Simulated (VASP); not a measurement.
## PbF2: single point with PBE

Crystal: PbF2.

```
Pb F
1.0
     0.00000    2.96985    2.96985
     2.96985    0.00000    2.96985
     2.96985    2.96985    0.00000
Pb F
1 2
Direct
  0.00000 0.00000 0.00000
  0.33418 0.33418 0.16582
  0.83418 0.83418 0.66582
```

This cell differs from its parent crystal: all F atoms moved -0.500 Å, as atom 2 towards its neighbour atom 3 (F) at 2.970 Å.

```yaml
Program: VASP 6.6.1
Task: single point
Functional: PBE
Potentials_or_basis: VASP PAW PBE potentials, release 64 (Pb_d, F)
Cutoff: 520 eV
k_mesh: 8 × 8 × 8
Occupations: gaussian, width 0.05 eV
Spin: no spin polarisation
```

The pressure is 7.7 GPa. The largest force is 1.394 eV/Å and the band gap on the k mesh is 4.10 eV, indirect (least direct gap 4.64 eV).

Forces on the atoms (eV/Å):
```
Pb   0.000  0.000  1.394
F    0.000  0.000 -0.697
F    0.000  0.000 -0.697
```

Stress tensor (GPa, compression positive):
```
8.08 0.00 0.00
0.00 8.08 0.00
0.00 0.00 6.81
```

Levels at points of the mesh, in eV from the valence-band top:
```csv
k point,band 12,band 13,band 14,band 15,band 16,band 17
"(0.00, 0.00, 0.00)",-2.31,-2.31,-2.06,6.18,7.41,7.41
"(0.50, 0.00, 0.00)",-2.49,-2.46,-0.22,4.71,7.49,8.04
"(0.50, 0.50, 0.00)",-2.09,-1.84,-0.88,4.10,8.12,8.12
"(0.00, 0.50, 0.50)",-2.08,-1.79,-0.11,4.53,6.75,7.89
```

Wall time 19 s on 1 thread of Intel(R) Xeon(R) 6975P-C (Granite Rapids) (shared host), peak memory 0.2 GiB.

Caveat: the cell differs from its parent crystal (all F atoms moved -0.500 Å, as atom 2 towards its neighbour atom 3 (F) at 2.970 Å); spin-orbit coupling is left out, which moves the levels of the heavy elements; forces of over 1 eV/Å act on the atoms, so gaps and moduli don't describe the material at rest. A k mesh can miss the band edges.
